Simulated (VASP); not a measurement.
# LaPt3 (Pm-3m) in VASP: single point with LDA

Aim: the single point of LaPt3 with LDA.

Everything below comes from runs of VASP 6.6.1. Logs are shortened: lines on timing, memory, paths and dates and some standing lists are left out, and cuts for length are marked.

## Step 1: The cell of the first run

Symmetry: Pm-3m, No. 221, cubic system. Conventional cell: a = 4.074 Å, b = 4.074 Å, c = 4.074 Å, α = 90.00°, β = 90.00°, γ = 90.00°. Within 3.8 Å of La (site symmetry m-3m) lie 12 Pt at 2.88 Å. Within 3.8 Å of Pt (site symmetry 4/mmm) lie 4 La at 2.88 Å and 8 Pt at 2.88 Å.

## Step 2: Single point, LDA

The input, INCAR:

```
PREC = Accurate
ENCUT = 520
EDIFF = 1E-6
ISMEAR = 1
SIGMA = 0.15
LREAL = F
LASPH = T
NELM = 60
ALGO = Normal
ISIF = 2
LWAVE = F
LCHARG = T
GGA = CA
LELF = T
LVHAR = T
NBANDS = 28
```

The input, KPOINTS:

```
Automatic mesh
0
Gamma
  7 7 7
```

The input, POSCAR:

```
LaPt3
1.0
    4.0745000000      0.0000000000      0.0000000000
    0.0000000000      4.0745000000      0.0000000000
    0.0000000000      0.0000000000      4.0745000000
La Pt
1 3
Direct
    0.0000000000      0.0000000000      0.0000000000
    0.0000000000      0.5000000000      0.5000000000
    0.5000000000      0.0000000000      0.5000000000
    0.5000000000      0.5000000000      0.0000000000
```

Potentials or basis: VASP PAW LDA potentials, release 64 (La, Pt).

Command:

```
$ cat potpaw_LDA.64/La/POTCAR potpaw_LDA.64/Pt/POTCAR > POTCAR
$ mpirun -np 1 vasp_std > vasp.out
```

OUTCAR:

```text
PREC = Accurate
   ENCUT = 520
   EDIFF = 1E-6
   ISMEAR = 1
   LREAL = F
   LASPH = T
   NELM = 60
   ISIF = 2
   GGA = CA

 ion  position               nearest neighbor table
   1  0.000  0.000  0.000-   2 2.88   3 2.88   4 2.88   2 2.88   3 2.88   2 2.88   4 2.88   2 2.88
                             3 2.88   4 2.88   3 2.88   4 2.88
   2  0.000  0.500  0.500-   1 2.88   3 2.88   4 2.88   1 2.88   4 2.88   1 2.88   3 2.88   1 2.88
                             3 2.88   4 2.88   4 2.88   3 2.88
   3  0.500  0.000  0.500-   1 2.88   2 2.88   4 2.88   1 2.88   4 2.88   2 2.88   4 2.88   4 2.88
                             1 2.88   2 2.88   1 2.88   2 2.88
   4  0.500  0.500  0.000-   1 2.88   2 2.88   3 2.88   2 2.88   3 2.88   1 2.88   3 2.88   3 2.88
                             1 2.88   2 2.88   2 2.88   1 2.88

  LATTYP: Found a simple cubic cell.
 ALAT       =     4.0745000000

  Lattice vectors:

 A1 = (   4.0745000000,   0.0000000000,   0.0000000000)
 A2 = (   0.0000000000,   4.0745000000,   0.0000000000)
 A3 = (   0.0000000000,   0.0000000000,   4.0745000000)

Analysis of symmetry for initial positions (statically):
=====================================================================
 Subroutine PRICEL returns:
 Original cell was already a primitive cell.

 Routine SETGRP: Setting up the symmetry group for a
 simple cubic supercell.

 Subroutine GETGRP returns: Found 48 space group operations
[... 9 lines left out ...]

 Routine SETGRP: Setting up the symmetry group for a
 simple cubic supercell.

 Subroutine GETGRP returns: Found 48 space group operations
[... 11 lines left out ...]
                                     Primitive cell

  volume of cell :      67.6430

  direct lattice vectors                    reciprocal lattice vectors
     4.074500000  0.000000000  0.000000000     0.245428887  0.000000000  0.000000000
     0.000000000  4.074500000  0.000000000     0.000000000  0.245428887  0.000000000
     0.000000000  0.000000000  4.074500000     0.000000000  0.000000000  0.245428887

  length of vectors
     4.074500000  4.074500000  4.074500000     0.245428887  0.245428887  0.245428887

  position of ions in fractional coordinates (direct lattice)
     0.000000000  0.000000000  0.000000000
     0.000000000  0.500000000  0.500000000
     0.500000000  0.000000000  0.500000000
     0.500000000  0.500000000  0.000000000

  ion indices of the primitive-cell ions
   primitive index   ion index
                 1           1
                 2           2
                 3           3
                 4           4

----------------------------------------------------------------------------------------

 KPOINTS: Automatic mesh

Automatic generation of k-mesh.
 Grid dimensions read from file:
 generate k-points for:    7    7    7

 Generating k-lattice:

  Cartesian coordinates                     Fractional coordinates (reciprocal lattice)
     0.035061270  0.000000000  0.000000000     0.142857143  0.000000000  0.000000000
     0.000000000  0.035061270  0.000000000     0.000000000  0.142857143  0.000000000
     0.000000000  0.000000000  0.035061270     0.000000000  0.000000000  0.142857143

  Length of vectors
     0.035061270  0.035061270  0.035061270

  Shift w.r.t. Gamma in fractional coordinates (k-lattice)
     0.000000000  0.000000000  0.000000000

 Subroutine IBZKPT returns following result:
 ===========================================

 Found     20 irreducible k-points:

 Following reciprocal coordinates:
            Coordinates               Weight
  0.000000  0.000000  0.000000      1.000000
  0.142857  0.000000  0.000000      6.000000
  0.285714  0.000000  0.000000      6.000000
  0.428571  0.000000  0.000000      6.000000
  0.142857  0.142857  0.000000     12.000000
  0.285714  0.142857  0.000000     24.000000
[... 12 lines left out ...]
  0.428571  0.428571  0.285714     24.000000
  0.428571  0.428571  0.428571      8.000000
   k-points           NKPTS =     20   k-points in BZ     NKDIM =     20   number of bands    NBANDS=     28
   number of dos      NEDOS =    301   number of ions     NIONS =      4
   total plane-waves  NPLWV =  27000
   dimension x,y,z NGX =    30 NGY =   30 NGZ =   30
   dimension x,y,z NGXF=    60 NGYF=   60 NGZF=   60
   ions per type =               1   3
   NGX,Y,Z   is equivalent  to a cutoff of  12.24, 12.24, 12.24 a.u.
   NGXF,Y,Z  is equivalent  to a cutoff of  24.48, 24.48, 24.48 a.u.
 SYSTEM =  unknown system
   PREC   = accura    normal or accurate (medium, high low for compatibility)
   ISTART =      0    job   : 0-new  1-cont  2-samecut
   ICHARG =      2    charge: 1-file 2-atom 10-const
   ISPIN  =      1    spin polarized calculation?
   LNONCOLLINEAR =      F non collinear calculations
   LSORBIT =      F    spin-orbit coupling
   LASPH  =      T    aspherical Exc in radial PAW
   ENCUT  =  520.0 eV  38.22 Ry    6.18 a.u.   7.58  7.58  7.58*2*pi/ulx,y,z
   NELM   =     60;   NELMIN=  2; NELMDL= -5     # of ELM steps
   EDIFF  = 0.1E-05   stopping-criterion for ELM
   LREAL  =      F    real-space projection
   EDIFFG = 0.1E-04   stopping-criterion for IOM
   NSW    =      0    number of steps for IOM
   IBRION =     -1    ionic relax: 0-MD 1-quasi-New 2-CG
   NFREE  =      0    steps in history (QN), initial steepest desc. (CG)
   ISIF   =      2    stress and relaxation
   ISYM   =      2    0-nonsym 1-usesym 2-fastsym
   POTIM  = 0.5000    time-step for ionic-motion
   TEBEG  =    0.0;   TEEND  =   0.0 temperature during run
   PSTRESS=    0.0 pullay stress
   NELECT =      41.0000    total number of electrons
   NUPDOWN=      -1.0000    fix difference up-down
   EMIN   =  10.00;   EMAX   =-10.00  energy-range for DOS
   EFERMI =   0.00;   METHOD = LEGACY
   ISMEAR =     1;   SIGMA  =   0.15  broadening in eV -4-tet -1-fermi 0-gaus
   EFERMI_NEDOS =   21; number of points for ismear=-14 and -15
   IALGO  =     38    algorithm
   IMIX   =      4    mixing-type and parameters
     AMIX     =   0.40;   BMIX     =  1.00
     AMIX_MAG =   1.60;   BMIX_MAG =  1.00
  volume/ion in A,a.u.               =      16.91       114.12
  Fermi-wavevector in a.u.,A,eV,Ry     =   1.385464  2.618147 26.116512  1.919509
  Thomas-Fermi vector in A             =   2.509871
   LORBIT       =      0    0 simple, 1 ext, 2 COOP (PROOUT), +10 PAW based schemes
   GGA     = CA    functional components
   LHFCALC =     F    Hartree Fock is set to
   AEXX    =    0.0000 exact exchange contribution
   IVDW    =     0    specifies the selected vdW correction
   LEPSILON=     F    determine dielectric tensor
   LRPA    =     F    only Hartree local field effects (RPA)
 non-spin polarized calculation
 Methfessel and Paxton  Order N= 1 SIGMA  =   0.15
  energy-cutoff  :      520.00
  volume of cell :       67.64
 maximum number of plane-waves:      1841
   NGX = 15   NGY = 15   NGZ = 15

 number of electron      40.9999991 magnetization

 Free energy of the ion-electron system (eV)
  ---------------------------------------------------
  ext. energy  EPLUGINS =         0.00000000
  ---------------------------------------------------
  free energy    TOTEN  =       -31.27592821 eV

  energy without entropy =      -31.27506563  energy(sigma->0) =      -31.27564068

 E-fermi :  11.3882     XC(G=0): -13.1117

 val. band max:       11.3537452284   @ k =   0.2857   0.1429   0.1429
 cond. band min:      11.3981186161   @ k =   0.2857   0.2857   0.2857
 fundamental gap:      0.0443733877
 Fermi energy:        11.3882077249

 k-point     1 :       0.0000    0.0000    0.0000
  band No.  band energies     occupation
      1     -19.3697      2.00000
      2      -3.3334      2.00000
      3      -3.3334      2.00000
      4      -3.3334      2.00000
      5       3.5187      2.00000
      6       5.2535      2.00000
[... 20 lines left out ...]
     27      15.3653      0.00000
     28      15.6438      0.00000

 k-point     2 :       0.1429    0.0000    0.0000
  band No.  band energies     occupation
      1     -19.3575      2.00000
      2      -3.5369      2.00000
      3      -3.3627      2.00000
      4      -3.3627      2.00000
      5       3.8376      2.00000
      6       5.4608      2.00000
[... 20 lines left out ...]
     27      15.4285      0.00000
     28      15.6810      0.00000

 k-point     3 :       0.2857    0.0000    0.0000
  band No.  band energies     occupation
      1     -19.3298      2.00000
      2      -3.9456      2.00000
      3      -3.4269      2.00000
      4      -3.4269      2.00000
      5       4.6292      2.00000
      6       6.0336      2.00000
[... 20 lines left out ...]
     27      15.3779      0.00000
     28      15.5685      0.00000

 k-point     4 :       0.4286    0.0000    0.0000
  band No.  band energies     occupation
      1     -19.3074      2.00000
      2      -4.2370      2.00000
      3      -3.4770      2.00000
      4      -3.4770      2.00000
      5       5.5272      2.00000
      6       6.5330      2.00000
[... 20 lines left out ...]
     27      15.4873      0.00000
     28      15.6822      0.00000

 k-point     5 :       0.1429    0.1429    0.0000
  band No.  band energies     occupation
      1     -19.3464      2.00000
      2      -3.6133      2.00000
      3      -3.4783      2.00000
      4      -3.3904      2.00000
      5       4.1225      2.00000
      6       5.6208      2.00000
[... 20 lines left out ...]
     27      15.4800      0.00000
     28      15.6108      0.00000

 k-point     6 :       0.2857    0.1429    0.0000
  band No.  band energies     occupation
      1     -19.3213      2.00000
      2      -3.9362      2.00000
      3      -3.5509      2.00000
      4      -3.4514      2.00000
      5       4.8462      2.00000
      6       6.0703      2.00000
[... 339 lines left out ...]
      5       5.4619      2.00000
      6       6.1878      2.00000
[... 20 lines left out ...]
     27      15.5748      0.00000
     28      15.6375      0.00000

 k-point    18 :       0.4286    0.2857    0.2857
  band No.  band energies     occupation
      1     -19.2774      2.00000
      2      -3.9470      2.00000
      3      -3.7946      2.00000
      4      -3.6347      2.00000
      5       5.5893      2.00000
      6       5.9987      2.00000
[... 20 lines left out ...]
     27      15.5697      0.00000
     28      15.5947      0.00000

 k-point    19 :       0.4286    0.4286    0.2857
  band No.  band energies     occupation
      1     -19.2723      2.00000
      2      -3.8631      2.00000
      3      -3.8085      2.00000
      4      -3.6594      2.00000
      5       5.4326      2.00000
      6       5.6574      2.00000
[... 20 lines left out ...]
     27      15.5221      0.00000
     28      15.6071      0.00000

 k-point    20 :       0.4286    0.4286    0.4286
  band No.  band energies     occupation
      1     -19.2710      2.00000
      2      -3.7660      2.00000
      3      -3.7101      2.00000
      4      -3.7101      2.00000
      5       5.1424      2.00000
      6       5.2049      2.00000
[... 20 lines left out ...]
     27      15.4775      0.00000
     28      15.4775      0.00000

------------------------ aborting loop because EDIFF is reached ----------------------------------------

  FORCE on cell =-STRESS in cart. coord.  units (eV):
  Direction    XX          YY          ZZ          XY          YZ          ZX
  --------------------------------------------------------------------------------------
  -------------------------------------------------------------------------------------
  Total        4.2122430      4.2122430      4.2122430      0.0000000     -0.0000000      0.0000000
  in kB       99.7702444     99.7702444     99.7702444      0.0000000     -0.0000000      0.0000000
  external PRESSURE =      99.7702444 kB  Pullay stress =       0.0000000 kB

 VOLUME and BASIS-vectors are now :
 -----------------------------------------------------------------------------
  energy-cutoff  :      520.00
  volume of cell :       67.64
      direct lattice vectors                 reciprocal lattice vectors
     4.074500000  0.000000000  0.000000000     0.245428887  0.000000000  0.000000000
     0.000000000  4.074500000  0.000000000     0.000000000  0.245428887  0.000000000
     0.000000000  0.000000000  4.074500000     0.000000000  0.000000000  0.245428887

 POSITION                                       TOTAL-FORCE (eV/Angst)
 -----------------------------------------------------------------------------------
      0.00000      0.00000      0.00000         0.000000      0.000000      0.000000
      0.00000      2.03725      2.03725         0.000000      0.000000      0.000000
      2.03725      0.00000      2.03725         0.000000      0.000000      0.000000
      2.03725      2.03725      0.00000         0.000000      0.000000      0.000000
 -----------------------------------------------------------------------------------
    total drift:                                0.000000      0.000000     -0.000000

  FREE ENERGIE OF THE ION-ELECTRON SYSTEM (eV)
  ---------------------------------------------------
  free  energy   TOTEN  =       -31.2759282056 eV

  energy  without entropy=      -31.2750656280  energy(sigma->0) =      -31.27564068
```

It took 28 s on 1 thread of Intel Xeon Platinum 8488C (Sapphire Rapids), shared host; peak memory 0.18 GiB.

Results:

| Quantity | Value |
| --- | --- |
| Free energy | -31.2759 eV |
| Pressure | 10.0 GPa |

Levels at points of the mesh, in eV from the Fermi level:
```
           k point  band 17  band 18  band 19  band 20  band 21  band 22  band 23  band 24
(0.00, 0.00, 0.00)    -0.17     0.35     0.35     0.35     2.85     2.85     2.85     3.65
```

Caveat: spin-orbit coupling is left out, which moves the levels of the heavy elements.
